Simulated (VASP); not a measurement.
Wanted: the native input for a VASP 6.6.1 run.

```
Task                   : single point
Functional             : LDA
Potentials or basis    : VASP PAW LDA potentials, release 64 (Te, Mo_sv)
Cutoff                 : 500 eV
k mesh                 : 12 × 12 × 4
Occupations            : gaussian, width 0.1 eV
Spin                   : no spin polarisation
Dipole correction      : no
Further INCAR settings : ALGO = Normal; EDIFF = 1e-06; NBANDS = 35
```

The structure of Te2Mo lies in POSCAR:

```
Te2Mo
1.0
    3.4308909597      0.0000000000      0.0000000000
   -1.7154454799      2.9712387287      0.0000000000
    0.0000000000      0.0000000000     13.3397977090
Te Mo
4 2
Direct
    0.3333333333      0.6666666667      0.6148602419
    0.6666666667      0.3333333333      0.1148602419
    0.3333333333      0.6666666667      0.8851397581
    0.6666666667      0.3333333333      0.3851397581
    0.3333333333      0.6666666667      0.2500000000
    0.6666666667      0.3333333333      0.7500000000
```

These files were run (other wordings do the same):

INCAR

```
PREC     = Accurate       # precision mode
ENCUT    = 500            # plane-wave cutoff, eV
EDIFF    = 1E-6           # SCF threshold, eV
ISMEAR   = 0              # smearing method
SIGMA    = 0.1            # smearing width, eV
LREAL    = False          # projectors in reciprocal space
LASPH    = True           # aspherical terms in the spheres
NELM     = 120            # most SCF steps
ALGO     = Normal         # electronic algorithm
ISIF     = 2              # what is computed and relaxed
LWAVE    = False          # write WAVECAR
LCHARG   = True           # write CHGCAR
GGA      = CA             # functional
LELF     = True           # ELF
LVHAR    = True         
NBANDS   = 35             # bands
GGA_COMPAT= False
```

KPOINTS

```
Automatic mesh
0
Gamma
  12 12 4
```

Potentials or basis: VASP PAW LDA potentials, release 64 (Te, Mo_sv).

Launch:

```console
$ cat potpaw_LDA.64/Te/POTCAR potpaw_LDA.64/Mo_sv/POTCAR > POTCAR
$ mpirun -np 1 vasp_std > vasp.out
```

Results of the run:

| Property | Result |
| --- | --- |
| Pressure | 3.3 GPa |
| Largest force | 0.058 eV/Å |
| Band gap on the k mesh | 0.41 eV (least direct gap 0.88 eV) |

Caveat: the cell stands under pressure; semilocal functionals underestimate gaps, and a narrow one can read as zero; spin-orbit coupling is left out, which moves the levels of the heavy elements.

It took 6.1 min on 1 thread of Oxide Virtual Turin-like Processor (shared host), peak memory 0.31 GiB.
